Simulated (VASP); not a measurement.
# YN (Fm-3m) in VASP: notebook, part 2 of 2

VASP 6.6.1.

**3. Electric field gradients, PBE (volume scaled by 0.96)**

Contents of INCAR:

```
SYSTEM = YN
ALGO = Normal
EDIFF = 1E-8
ENCUT = 520
GGA = PE
GGA_COMPAT = .False.
ISIF = 2
ISMEAR = -1
LASPH = .True.
LCHARG = .False.
LEFG = .True.
LREAL = .False.
LWAVE = .False.
NBANDS = 15
NELM = 120
PREC = Accurate
SIGMA = 0.03
```

Contents of KPOINTS:

```
k-points
0
Gamma
  9 9 9
  0 0 0
```

Contents of POSCAR:

```
YN
1.0
    0.0000000000      2.4055432573      2.4055432573
    2.4055432573      0.0000000000      2.4055432573
    2.4055432573      2.4055432573      0.0000000000
Y N
1 1
Direct
    0.0000000000      0.0000000000      0.0000000000
    0.5000000000      0.5000000000      0.5000000000
```

Potentials or basis: VASP PAW PBE potentials, release 64 (Y_sv, N).

On the command line:

```console
cat potpaw_PBE.64/Y_sv/POTCAR potpaw_PBE.64/N/POTCAR > POTCAR
mpirun -np 1 vasp_std > vasp.out
```

OUTCAR:

```text
SYSTEM = YN
   EDIFF = 1E-8
   ENCUT = 520
   GGA = PE
   ISIF = 2
   ISMEAR = -1
   LASPH = .True.
   LREAL = .False.
   NELM = 120
   PREC = Accurate

 ion  position               nearest neighbor table
   1  0.000  0.000  0.000-   2 2.41   2 2.41   2 2.41   2 2.41   2 2.41   2 2.41
   2  0.500  0.500  0.500-   1 2.41   1 2.41   1 2.41   1 2.41   1 2.41   1 2.41

  LATTYP: Found a face centered cubic cell.
 ALAT       =     4.8110865146

  Lattice vectors:

 A1 = (   0.0000000000,   2.4055432573,   2.4055432573)
 A2 = (   2.4055432573,   0.0000000000,   2.4055432573)
 A3 = (   2.4055432573,   2.4055432573,   0.0000000000)

Analysis of symmetry for initial positions (statically):
=====================================================================
 Subroutine PRICEL returns:
 Original cell was already a primitive cell.

 Routine SETGRP: Setting up the symmetry group for a
 face centered cubic supercell.

[... 621 lines left out ...]
      direct lattice vectors                 reciprocal lattice vectors
     0.000000000  2.405543257  2.405543257    -0.207853257  0.207853257  0.207853257
     2.405543257  0.000000000  2.405543257     0.207853257 -0.207853257  0.207853257
     2.405543257  2.405543257  0.000000000     0.207853257  0.207853257 -0.207853257

 POSITION                                       TOTAL-FORCE (eV/Angst)
 -----------------------------------------------------------------------------------
      0.00000      0.00000      0.00000        -0.000000     -0.000000     -0.000000
      2.40554      2.40554      2.40554         0.000000      0.000000      0.000000
 -----------------------------------------------------------------------------------
    total drift:                                0.000000      0.000000      0.000000

  FREE ENERGIE OF THE ION-ELECTRON SYSTEM (eV)
  ---------------------------------------------------
  free  energy   TOTEN  =       -18.1765286668 eV

  energy  without entropy=      -18.1763647502  energy(sigma->0) =      -18.17644671

 Electric field gradients (V/A^2)
---------------------------------------------------------------------
 ion       V_xx      V_yy      V_zz      V_xy      V_xz      V_yz
---------------------------------------------------------------------
   1       0.000    -0.000     0.000    -0.000    -0.000    -0.000
   2      -0.000     0.000    -0.000    -0.001    -0.001    -0.001
---------------------------------------------------------------------

 Electric field gradients after diagonalization (V/A^2)
 (convention: |V_zz| > |V_xx| > |V_yy|)
----------------------------------------------------------------------
 ion       V_xx      V_yy      V_zz     asymmetry (V_yy - V_xx)/ V_zz
----------------------------------------------------------------------
   1       0.000     0.000    -0.000       0.000
   2       0.001     0.001    -0.001       0.000
----------------------------------------------------------------------

           NMR quadrupolar parameters

 Cq : quadrupolar parameter    Cq=e*Q*V_zz/h
 eta: asymmetry parameters     (V_yy - V_xx)/ V_zz
 Q  : nuclear electric quadrupole moment in mb (millibarn)
----------------------------------------------------------------------
 ion       Cq(MHz)       eta       Q (mb)
----------------------------------------------------------------------
   1      -0.000       0.000       1.000
   2      -0.000       0.000       1.000
----------------------------------------------------------------------
```

stdout:

```text
POSCAR found type information on POSCAR Y N
 POSCAR found :  2 types and       2 ions
 scaLAPACK will be used
 LDA part: xc-table for (Slater+PW92), standard interpolation
 POSCAR, INCAR and KPOINTS ok, starting setup
 FFT: planning ... GRIDC
 FFT: planning ... GRID_SOFT
 FFT: planning ... GRID
 WAVECAR not read
 entering main loop
ion   1

ion   2
```

Run time: 31 s. Hardware: 1 thread of Intel Xeon 8259CL, shared host; peak memory 0.18 GiB.

What came out:

| Item | Value |
| --- | --- |
| Free energy | -18.1765 eV |
| Pressure | 10.4 GPa |
| Band gap on the k mesh | 0.16 eV, indirect (least direct gap 0.53 eV) |

Levels at points of the mesh, in eV from the valence-band top:
```
           k point  band 6  band 7  band 8  band 9  band 10  band 11
(0.00, 0.00, 0.00)    0.00    0.00    0.00    3.21     3.21     3.21
```

Caveat: without QUAD_EFG the Cq values of the log hold for a quadrupole moment of 1 mb, not for the nuclei. A k mesh can miss the band edges.

**4. Electric field gradients, PBE (volume scaled by 0.96)**

Contents of INCAR:

```
  PREC = Accurate
  ENCUT = 520
  EDIFF = 1E-8
  ISMEAR = -1
  SIGMA = 0.03
  LREAL = False
  LASPH = True
  NELM = 120
  ALGO = Normal
  ISIF = 2
  LWAVE = False
  LCHARG = False
  GGA = PE
  LEFG = True
  NBANDS = 15
  GGA_COMPAT = False
```

Contents of KPOINTS:

```
Automatic mesh
0
Gamma
  9 9 9
```

POSCAR is that of step 3.

Potentials or basis: VASP PAW PBE potentials, release 64 (Y_sv, N).

On the command line:

```console
cat potpaw_PBE.64/Y_sv/POTCAR potpaw_PBE.64/N/POTCAR > POTCAR
mpirun -np 1 vasp_std > vasp.out
```

OUTCAR:

```text
PREC = Accurate
   ENCUT = 520
   EDIFF = 1E-8
   ISMEAR = -1
   LREAL = False
   LASPH = True
   NELM = 120
   ISIF = 2
   GGA = PE

 ion  position               nearest neighbor table
   1  0.000  0.000  0.000-   2 2.41   2 2.41   2 2.41   2 2.41   2 2.41   2 2.41
   2  0.500  0.500  0.500-   1 2.41   1 2.41   1 2.41   1 2.41   1 2.41   1 2.41

  LATTYP: Found a face centered cubic cell.
 ALAT       =     4.8110865146

  Lattice vectors:

 A1 = (   0.0000000000,   2.4055432573,   2.4055432573)
 A2 = (   2.4055432573,   0.0000000000,   2.4055432573)
 A3 = (   2.4055432573,   2.4055432573,   0.0000000000)

Analysis of symmetry for initial positions (statically):
[... 642 lines left out ...]
  free  energy   TOTEN  =       -18.1765286668 eV

  energy  without entropy=      -18.1763647502  energy(sigma->0) =      -18.17644671

 Electric field gradients (V/A^2)
---------------------------------------------------------------------
 ion       V_xx      V_yy      V_zz      V_xy      V_xz      V_yz
---------------------------------------------------------------------
   1       0.000    -0.000     0.000    -0.000    -0.000    -0.000
   2      -0.000     0.000    -0.000    -0.001    -0.001    -0.001
---------------------------------------------------------------------

 Electric field gradients after diagonalization (V/A^2)
 (convention: |V_zz| > |V_xx| > |V_yy|)
----------------------------------------------------------------------
 ion       V_xx      V_yy      V_zz     asymmetry (V_yy - V_xx)/ V_zz
----------------------------------------------------------------------
   1       0.000     0.000    -0.000       0.000
   2       0.001     0.001    -0.001       0.000
----------------------------------------------------------------------

           NMR quadrupolar parameters

 Cq : quadrupolar parameter    Cq=e*Q*V_zz/h
 eta: asymmetry parameters     (V_yy - V_xx)/ V_zz
 Q  : nuclear electric quadrupole moment in mb (millibarn)
----------------------------------------------------------------------
 ion       Cq(MHz)       eta       Q (mb)
----------------------------------------------------------------------
   1      -0.000       0.000       1.000
   2      -0.000       0.000       1.000
----------------------------------------------------------------------
```

stdout:

```text
POSCAR found type information on POSCAR Y N
 POSCAR found :  2 types and       2 ions
 scaLAPACK will be used
 LDA part: xc-table for (Slater+PW92), standard interpolation
 POSCAR, INCAR and KPOINTS ok, starting setup
 FFT: planning ... GRIDC
 FFT: planning ... GRID_SOFT
 FFT: planning ... GRID
 WAVECAR not read
 entering main loop
ion   1

ion   2
```

Wall time 41 s (1 thread of Intel Xeon 8259CL, shared host); peak memory 0.18 GiB.

What came out:

```yaml
Free_energy: -18.1765 eV
Pressure: 10.4 GPa
Band_gap_on_the_k_mesh: 0.16 eV, indirect (least direct gap 0.53 eV)
```

Caveat: without QUAD_EFG the Cq values of the log hold for a quadrupole moment of 1 mb, not for the nuclei. A k mesh can miss the band edges.
